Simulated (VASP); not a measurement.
# ZnCu (Pm-3m) in VASP: notebook

Runs on ZnCu. Level: PBE. Tasks: single point.

Program: VASP 6.6.1. These are calculated values, not measurements. Logs are shortened: lines on timing, memory, paths and dates and some standing lists are left out, and cuts for length are marked.

### Step 1. The cell of the first run

The structure is cubic, space group Pm-3m (No. 221). The conventional cell has a = 2.945 Å, b = 2.945 Å, c = 2.945 Å, α = 90.00°, β = 90.00°, γ = 90.00°. Within 3.4 Å of Zn (site symmetry m-3m) lie 8 Cu at 2.55 Å and 6 Zn at 2.94 Å. Within 3.4 Å of Cu (site symmetry m-3m) lie 8 Zn at 2.55 Å and 6 Cu at 2.94 Å.

### Step 2. Single point, PBE, collinear spin

INCAR reads:

```
SYSTEM = ZnCu
PREC = Accurate
ENCUT = 520
EDIFF = 1E-7
ISMEAR = -1
SIGMA = 0.05
LREAL = .FALSE.
LASPH = .TRUE.
NELM = 150
ALGO = Normal
ISIF = 2
LWAVE = .FALSE.
LCHARG = .FALSE.
ISPIN = 2
MAGMOM = 0 0.5
LORBIT = 11
NUPDOWN = 0.5
LMAXMIX = 4
GGA = PE
NBANDS = 22
```

KPOINTS reads:

```
regular mesh
0
G
  10 10 10
  0 0 0
```

POSCAR reads:

```
ZnCu
1.0
    2.9450000000      0.0000000000      0.0000000000
    0.0000000000      2.9450000000      0.0000000000
    0.0000000000      0.0000000000      2.9450000000
Zn Cu
1 1
Direct
    0.5000000000      0.5000000000      0.5000000000
    0.0000000000      0.0000000000      0.0000000000
```

Potentials or basis: VASP PAW PBE potentials, release 64 (Zn, Cu).

Run with:

```bash
cat potpaw_PBE.64/Zn/POTCAR potpaw_PBE.64/Cu/POTCAR > POTCAR
mpirun -np 1 vasp_std > vasp.out
```

OUTCAR:

```text
SYSTEM = ZnCu
   PREC = Accurate
   ENCUT = 520
   EDIFF = 1E-7
   ISMEAR = -1
   LREAL = .FALSE.
   LASPH = .TRUE.
   NELM = 150
   ISIF = 2
   ISPIN = 2
   LORBIT = 11
   NUPDOWN = 0.5
   GGA = PE

 ion  position               nearest neighbor table
   1  0.500  0.500  0.500-   2 2.55   2 2.55   2 2.55   2 2.55   2 2.55   2 2.55   2 2.55   2 2.55

   2  0.000  0.000  0.000-   1 2.55   1 2.55   1 2.55   1 2.55   1 2.55   1 2.55   1 2.55   1 2.55

  LATTYP: Found a simple cubic cell.
 ALAT       =     2.9450000000

  Lattice vectors:

 A1 = (   2.9450000000,   0.0000000000,   0.0000000000)
 A2 = (   0.0000000000,   2.9450000000,   0.0000000000)
 A3 = (   0.0000000000,   0.0000000000,   2.9450000000)

Analysis of symmetry for initial positions (statically):
=====================================================================
 Subroutine PRICEL returns:
 Original cell was already a primitive cell.

 Routine SETGRP: Setting up the symmetry group for a
 simple cubic supercell.

 Subroutine GETGRP returns: Found 48 space group operations
 (whereof 48 operations were pure point group operations)
 out of a pool of 48 trial point group operations.

The static configuration has the point symmetry O_h .

Analysis of symmetry for dynamics (positions and initial velocities):
=====================================================================
 Subroutine PRICEL returns:
 Original cell was already a primitive cell.

 Routine SETGRP: Setting up the symmetry group for a
 simple cubic supercell.

 Subroutine GETGRP returns: Found 48 space group operations
 (whereof 48 operations were pure point group operations)
 out of a pool of 48 trial point group operations.

The dynamic configuration has the point symmetry O_h .

Analysis of structural, dynamic, and magnetic symmetry:
=====================================================================
 Subroutine PRICEL returns:
 Original cell was already a primitive cell.

 Routine SETGRP: Setting up the symmetry group for a
 simple cubic supercell.

 Subroutine GETGRP returns: Found 48 space group operations
 (whereof 48 operations were pure point group operations)
 out of a pool of 48 trial point group operations.

The overall configuration has the point symmetry O_h .

 Subroutine INISYM returns: Found 48 space group operations
 (whereof 48 operations are pure point group operations),
 and found     1 'primitive' translations

----------------------------------------------------------------------------------------

                                     Primitive cell

  volume of cell :      25.5421

  direct lattice vectors                    reciprocal lattice vectors
     2.945000000  0.000000000  0.000000000     0.339558574  0.000000000  0.000000000
     0.000000000  2.945000000  0.000000000     0.000000000  0.339558574  0.000000000
     0.000000000  0.000000000  2.945000000     0.000000000  0.000000000  0.339558574

  length of vectors
     2.945000000  2.945000000  2.945000000     0.339558574  0.339558574  0.339558574

  position of ions in fractional coordinates (direct lattice)
     0.500000000  0.500000000  0.500000000
     0.000000000  0.000000000  0.000000000

  ion indices of the primitive-cell ions
   primitive index   ion index
                 1           1
                 2           2

----------------------------------------------------------------------------------------

 KPOINTS: regular mesh

Automatic generation of k-mesh.
 Grid dimensions read from file:
 generate k-points for:   10   10   10

 Generating k-lattice:

  Cartesian coordinates                     Fractional coordinates (reciprocal lattice)
     0.033955857  0.000000000  0.000000000     0.100000000  0.000000000  0.000000000
     0.000000000  0.033955857  0.000000000     0.000000000  0.100000000  0.000000000
     0.000000000  0.000000000  0.033955857     0.000000000  0.000000000  0.100000000

  Length of vectors
     0.033955857  0.033955857  0.033955857

  Shift w.r.t. Gamma in fractional coordinates (k-lattice)
     0.000000000  0.000000000  0.000000000

 Subroutine IBZKPT returns following result:
 ===========================================

 Found     56 irreducible k-points:

 Following reciprocal coordinates:
            Coordinates               Weight
  0.000000  0.000000  0.000000      1.000000
  0.100000  0.000000  0.000000      6.000000
  0.200000  0.000000  0.000000      6.000000
  0.300000  0.000000  0.000000      6.000000
  0.400000  0.000000  0.000000      6.000000
  0.500000  0.000000  0.000000      3.000000
[... 16 lines left out ...]
  0.200000  0.100000  0.100000     24.000000
  0.300000  0.100000  0.100000     24.000000
 [... further k-points ...]
   k-points           NKPTS =     56   k-points in BZ     NKDIM =     56   number of bands    NBANDS=     22
   number of dos      NEDOS =    301   number of ions     NIONS =      2
   total plane-waves  NPLWV =  13824
   dimension x,y,z NGX =    24 NGY =   24 NGZ =   24
   dimension x,y,z NGXF=    48 NGYF=   48 NGZF=   48
   ions per type =               1   1
   NGX,Y,Z   is equivalent  to a cutoff of  13.55, 13.55, 13.55 a.u.
   NGXF,Y,Z  is equivalent  to a cutoff of  27.10, 27.10, 27.10 a.u.
 SYSTEM =  ZnCu
   PREC   = accura    normal or accurate (medium, high low for compatibility)
   ISTART =      0    job   : 0-new  1-cont  2-samecut
   ICHARG =      2    charge: 1-file 2-atom 10-const
   ISPIN  =      2    spin polarized calculation?
   LNONCOLLINEAR =      F non collinear calculations
   LSORBIT =      F    spin-orbit coupling
   LASPH  =      T    aspherical Exc in radial PAW
   ENCUT  =  520.0 eV  38.22 Ry    6.18 a.u.   5.48  5.48  5.48*2*pi/ulx,y,z
   NELM   =    150;   NELMIN=  2; NELMDL= -5     # of ELM steps
   EDIFF  = 0.1E-06   stopping-criterion for ELM
   LREAL  =      F    real-space projection
   EDIFFG = 0.1E-05   stopping-criterion for IOM
   NSW    =      0    number of steps for IOM
   IBRION =     -1    ionic relax: 0-MD 1-quasi-New 2-CG
   NFREE  =      0    steps in history (QN), initial steepest desc. (CG)
   ISIF   =      2    stress and relaxation
   ISYM   =      2    0-nonsym 1-usesym 2-fastsym
   POTIM  = 0.5000    time-step for ionic-motion
   TEBEG  =    0.0;   TEEND  =   0.0 temperature during run
   PSTRESS=    0.0 pullay stress
   NELECT =      23.0000    total number of electrons
   NUPDOWN=       0.5000    fix difference up-down
   EMIN   =  10.00;   EMAX   =-10.00  energy-range for DOS
   EFERMI =   0.00;   METHOD = LEGACY
   ISMEAR =    -1;   SIGMA  =   0.05  broadening in eV -4-tet -1-fermi 0-gaus
   EFERMI_NEDOS =   21; number of points for ismear=-14 and -15
   IALGO  =     38    algorithm
   IMIX   =      4    mixing-type and parameters
     AMIX     =   0.40;   BMIX     =  1.00
     AMIX_MAG =   1.60;   BMIX_MAG =  1.00
  volume/ion in A,a.u.               =      12.77        86.18
  Fermi-wavevector in a.u.,A,eV,Ry     =   1.580880  2.987429 34.003415  2.499180
  Thomas-Fermi vector in A             =   2.681040
   LORBIT       =     11    0 simple, 1 ext, 2 COOP (PROOUT), +10 PAW based schemes
   GGA     = PE    functional components
   LHFCALC =     F    Hartree Fock is set to
   AEXX    =    0.0000 exact exchange contribution
   IVDW    =     0    specifies the selected vdW correction
   LEPSILON=     F    determine dielectric tensor
   LRPA    =     F    only Hartree local field effects (RPA)
 spin polarized calculation
  energy-cutoff  :      520.00
  volume of cell :       25.54
 maximum number of plane-waves:       711
 NGX is ok and might be reduce to    24
   NGX = 11   NGY = 11   NGZ = 11

 number of electron      23.0000000 magnetization       0.5000000

 Free energy of the ion-electron system (eV)
  ---------------------------------------------------
  ext. energy  EPLUGINS =         0.00000000
  ---------------------------------------------------
  free energy    TOTEN  =        -4.78478630 eV

  energy without entropy =       -4.78097268  energy(sigma->0) =       -4.78287949

 E-fermi :   4.8029     XC(G=0): -12.4000

 val. band max:        6.4767169014   @ k =   0.5000   0.5000   0.3000
 cond. band min:       4.8649273044   @ k =   0.5000   0.4000   0.2000
 fundamental gap:     -1.6117895971
 Fermi energy:         6.5801223380

 spin component 1

 k-point     1 :       0.0000    0.0000    0.0000
  band No.  band energies     occupation
      1      -4.9426      1.00000
      2      -2.3337      1.00000
      3      -2.3337      1.00000
      4      -1.6239      1.00000
      5      -1.6239      1.00000
      6      -1.6239      1.00000
[... 14 lines left out ...]
     21      30.0589      0.00000
     22      30.0589      0.00000

 k-point     2 :       0.1000    0.0000    0.0000
  band No.  band energies     occupation
      1      -4.7619      1.00000
      2      -2.3122      1.00000
      3      -2.2947      1.00000
      4      -1.6399      1.00000
      5      -1.6399      1.00000
      6      -1.6159      1.00000
[... 542 lines left out ...]
 k-point    24 :       0.3000    0.1000    0.1000
  band No.  band energies     occupation
      1      -3.1252      1.00000
      2      -2.1313      1.00000
      3      -1.9923      1.00000
      4      -1.7713      1.00000
      5      -1.6786      1.00000
      6      -1.6025      1.00000
[... 14 lines left out ...]
     21      26.7376      0.00000
     22      28.1430      0.00000

 [... further k-points ...]

 spin component 2

 k-point     1 :       0.0000    0.0000    0.0000
  band No.  band energies     occupation
      1      -4.6433      1.00000
      2      -2.2546      1.00000
      3      -2.2546      1.00000
      4      -1.5718      1.00000
      5      -1.5718      1.00000
      6      -1.5718      1.00000
[... 14 lines left out ...]
     21      30.2364      0.00000
     22      30.2364      0.00000

 k-point     2 :       0.1000    0.0000    0.0000
  band No.  band energies     occupation
      1      -4.4626      1.00000
      2      -2.2344      1.00000
      3      -2.2159      1.00000
      4      -1.5873      1.00000
      5      -1.5873      1.00000
      6      -1.5640      1.00000
[... 542 lines left out ...]
 k-point    24 :       0.3000    0.1000    0.1000
  band No.  band energies     occupation
      1      -2.8514      1.00000
      2      -2.0617      1.00000
      3      -1.9123      1.00000
      4      -1.7146      1.00000
      5      -1.6110      1.00000
      6      -1.5395      1.00000
[... 14 lines left out ...]
     21      27.0065      0.00000
     22      28.4385      0.00000

 [... further k-points ...]
[... 5 lines left out ...]
  --------------------------------------------------------------------------------------
  -------------------------------------------------------------------------------------
  Total        0.6334956      0.6334956      0.6334956     -0.0000000     -0.0000000      0.0000000
  in kB       39.7372959     39.7372959     39.7372959     -0.0000000     -0.0000000      0.0000000
  external PRESSURE =      39.7372959 kB  Pullay stress =       0.0000000 kB

 VOLUME and BASIS-vectors are now :
 -----------------------------------------------------------------------------
  energy-cutoff  :      520.00
  volume of cell :       25.54
      direct lattice vectors                 reciprocal lattice vectors
     2.945000000  0.000000000  0.000000000     0.339558574  0.000000000  0.000000000
     0.000000000  2.945000000  0.000000000     0.000000000  0.339558574  0.000000000
     0.000000000  0.000000000  2.945000000     0.000000000  0.000000000  0.339558574

 POSITION                                       TOTAL-FORCE (eV/Angst)
 -----------------------------------------------------------------------------------
      1.47250      1.47250      1.47250         0.000000      0.000000      0.000000
      0.00000      0.00000      0.00000         0.000000      0.000000      0.000000
 -----------------------------------------------------------------------------------
    total drift:                                0.000000      0.000000     -0.000000

  FREE ENERGIE OF THE ION-ELECTRON SYSTEM (eV)
  ---------------------------------------------------
  free  energy   TOTEN  =        -4.7847862951 eV

  energy  without entropy=       -4.7809726799  energy(sigma->0) =       -4.78287949

 total charge

# of ion       s       p       d       tot
------------------------------------------
    1        0.581   0.525   9.737  10.844
    2        0.425   0.386   9.172   9.983
--------------------------------------------------
tot          1.006   0.911  18.909  20.827

 magnetization (x)

# of ion       s       p       d       tot
------------------------------------------
    1        0.023   0.082   0.021   0.126
    2        0.024   0.068   0.111   0.204
--------------------------------------------------
tot          0.047   0.150   0.132   0.330
```

It took 83 s on 1 thread of AMD EPYC 7R43 (Zen 3), shared host; peak memory 0.14 GiB.

What came out:

- Free energy: -4.7848 eV
- Pressure: 4.0 GPa
- Net moment: 0.50 μB per cell
- Site moments: Zn +0.13; Cu +0.20 μB
- Valence electrons inside the program's atomic spheres: Zn 10.84; Cu 9.98

Caveat: the cell stands under pressure; the total moment is fixed, so each spin has its own Fermi level and the state may be an excited one.

### Step 3. Single point, PBE, collinear spin

INCAR reads:

```
SYSTEM = ZnCu
ALGO = Normal
EDIFF = 1E-7
ENCUT = 520
GGA = PE
ISIF = 2
ISMEAR = -1
ISPIN = 2
LASPH = .TRUE.
LCHARG = .TRUE.
LELF = .TRUE.
LMAXMIX = 4
LORBIT = 11
LREAL = .FALSE.
LVHAR = .TRUE.
LWAVE = .FALSE.
MAGMOM = 0 0.8
NBANDS = 22
NELM = 150
NUPDOWN = 0.8
PREC = Accurate
SIGMA = 0.05
```

KPOINTS reads:

```
k-points
0
G
  10 10 10
  0 0 0
```

POSCAR is that of step 2.

Potentials or basis: VASP PAW PBE potentials, release 64 (Zn, Cu).

Run with:

```bash
cat potpaw_PBE.64/Zn/POTCAR potpaw_PBE.64/Cu/POTCAR > POTCAR
mpirun -np 1 vasp_std > vasp.out
```

Wall time 65 s (1 thread of AMD EPYC 7R43 (Zen 3), shared host); peak memory 0.14 GiB.

It converged, with:

```yaml
Free_energy: -4.4159 eV
Pressure: 6.4 GPa
Net_moment: 0.80 μB per cell
Site_moments: Zn +0.20; Cu +0.33 μB
Valence_electrons_inside_the_program's_atomic_spheres: Zn 10.85; Cu 9.98
```

Caveat: the cell stands under pressure; the total moment is fixed, so each spin has its own Fermi level and the state may be an excited one.

### Step 4. Single point, PBE, collinear spin

INCAR reads:

```
ALGO = Normal ; EDIFF = 1E-7
ENCUT = 520 ; GGA = PE
ISIF = 2 ; ISMEAR = -1
ISPIN = 2 ; LASPH = T
LCHARG = T ; LELF = T
LMAXMIX = 4 ; LORBIT = 11
LREAL = F ; LVHAR = T
LWAVE = F ; MAGMOM = 0 0.8
NBANDS = 22 ; NELM = 150
NUPDOWN = 0.8 ; PREC = Accurate
SIGMA = 0.05
```

KPOINTS reads:

```
k-points
0
Gamma
  10 10 10
```

POSCAR is that of step 3.

Run with:

```bash
cat potpaw_PBE.64/Zn/POTCAR potpaw_PBE.64/Cu/POTCAR > POTCAR
mpirun -np 1 vasp_std > vasp.out
```

Wall time 69 s (1 thread of AMD EPYC 7R43 (Zen 3), shared host); peak memory 0.14 GiB.

Results (log left out):

- Free energy: -4.4159 eV
- Pressure: 6.4 GPa
- Net moment: 0.80 μB per cell
- Site moments: Zn +0.20; Cu +0.33 μB
- Valence electrons inside the program's atomic spheres: Zn 10.85; Cu 9.98

Caveat: the cell stands under pressure; the total moment is fixed, so each spin has its own Fermi level and the state may be an excited one.

### Step 5. Single point, PBE, collinear spin

INCAR reads:

```
SYSTEM = ZnCu
  ALGO = Normal
  EDIFF = 1E-7
  ENCUT = 520
  GGA = PE
  ISIF = 2
  ISMEAR = -1
  ISPIN = 2
  LASPH = .True.
  LCHARG = .False.
  LMAXMIX = 4
  LORBIT = 11
  LREAL = .False.
  LWAVE = .False.
  MAGMOM = 0 1.2
  NBANDS = 22
  NELM = 150
  NUPDOWN = 1.2
  PREC = Accurate
  SIGMA = 0.05
```

KPOINTS reads:

```
k-points
0
Gamma
  10 10 10
  0 0 0
```

POSCAR is that of step 4.

Run with:

```bash
cat potpaw_PBE.64/Zn/POTCAR potpaw_PBE.64/Cu/POTCAR > POTCAR
mpirun -np 1 vasp_std > vasp.out
```

Run time: 78 s. Hardware: 1 thread of AMD EPYC 7R43 (Zen 3), shared host; peak memory 0.14 GiB.

The run converged. Its results:

```
Free energy                                           : -3.6800 eV
Pressure                                              : 11.3 GPa
Net moment                                            : 1.20 μB per cell
Site moments                                          : Zn +0.31; Cu +0.51 μB
Valence electrons inside the program's atomic spheres : Zn 10.87; Cu 9.96
```

Caveat: the cell stands under pressure; the total moment is fixed, so each spin has its own Fermi level and the state may be an excited one.

### Step 6. Summary

| fixed moment (μB) | pressure (GPa) | moment (μB) |
| --- | --- | --- |
| 0.5 | 4.0 | 0.50 |
| 0.8 | 6.4 | 0.80 |
| 1.2 | 11.3 | 1.20 |

Alike in all rows: task single point; level PBE; potentials or basis VASP PAW PBE potentials, release 64 (Zn, Cu); spin collinear; cell as given; k mesh 10 × 10 × 10; cutoff (eV) 520; smearing fermi-dirac 0.05 eV.

Caveats: the cell stands under pressure; the total moment is fixed, so each spin has its own Fermi level and the state may be an excited one.

Absolute energies hang on the potentials; compare differences alone.
